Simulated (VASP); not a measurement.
**MgO: single point with PBE**

Crystal: MgO.

```
CELL_PARAMETERS angstrom
0.00000 2.13813 2.13813
2.13813 0.00000 2.13813
2.13813 2.13813 0.00000
ATOMIC_POSITIONS crystal
Mg 0.00000 0.00000 0.00000
O 0.50000 0.50000 0.50000
```

```
Program             : VASP 6.6.1
Task                : single point
Functional          : PBE
Potentials or basis : VASP PAW PBE potentials, release 64 (Mg_sv, O)
Cutoff              : 840 eV
k mesh              : 11 × 11 × 11
Occupations         : fermi-dirac, width 0.05 eV
Spin                : no spin polarisation
```

The pressure is -2.3 GPa and the band gap on the k mesh is 4.31 eV.

Levels at points of the mesh, in eV from the valence-band top:
| k point | band 4 | band 5 | band 6 | band 7 | band 8 | band 9 | band 10 | band 11 | band 12 | band 13 |
| --- | --- | --- | --- | --- | --- | --- | --- | --- | --- | --- |
| (0.00, 0.00, 0.00) | -39.16 | -17.02 | 0.00 | 0.00 | 0.00 | 4.31 | 15.55 | 15.55 | 15.55 | 19.34 |

Wall time 42 s on 1 thread of Intel(R) Xeon(R) Platinum 8259CL CPU @ 2.50GHz (Skylake/Cascade Lake), on a shared host, peak memory 0.18 GiB.
